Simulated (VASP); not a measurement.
Input of a VASP 6.6.1 run:

File INCAR:

```
SYSTEM = Sn3GeTe4
PREC = Accurate ; ENCUT = 520
EDIFF = 1E-6 ; ISMEAR = 0
SIGMA = 0.1 ; LREAL = .False.
LASPH = .True. ; NELM = 100
ALGO = Normal ; ISIF = 2
LWAVE = .False. ; LCHARG = .True.
GGA = PE ; LELF = .True.
LVHAR = .True. ; NBANDS = 50
```

File KPOINTS:

```
regular mesh
0
Gamma
  4 4 4
  0 0 0
```

Contents of POSCAR:

```
Sn3GeTe4
1.0
    6.3202447000      0.0000000000      0.0000000000
    0.0000000000      6.3202447000      0.0000000000
    0.0000000000      0.0000000000      6.3202447000
Sn Ge Te
3 1 4
Direct
    0.5000000000      0.0000000000      0.5000000000
    0.0000000000      0.5000000000      0.5000000000
    0.5000000000      0.5000000000      0.0000000000
    0.0000000000      0.0000000000      0.0000000000
    0.5000000000      0.5000000000      0.5000000000
    0.0000000000      0.5000000000      0.0000000000
    0.5000000000      0.0000000000      0.0000000000
    0.0000000000      0.0000000000      0.5000000000
```

Potentials or basis: VASP PAW PBE potentials, release 64 (Sn_d, Ge_d, Te).

Launch:

```sh
$ cat potpaw_PBE.64/Sn_d/POTCAR potpaw_PBE.64/Ge_d/POTCAR potpaw_PBE.64/Te/POTCAR > POTCAR
$ mpirun -np 1 vasp_std > vasp.out
```

(1) Predict the band gap on the k mesh.

(2) Predict the pressure.

## Answers

(1) 0.12 eV, direct.

(2) -0.2 GPa.

Caveat: spin-orbit coupling is left out, which moves the levels of the heavy elements.
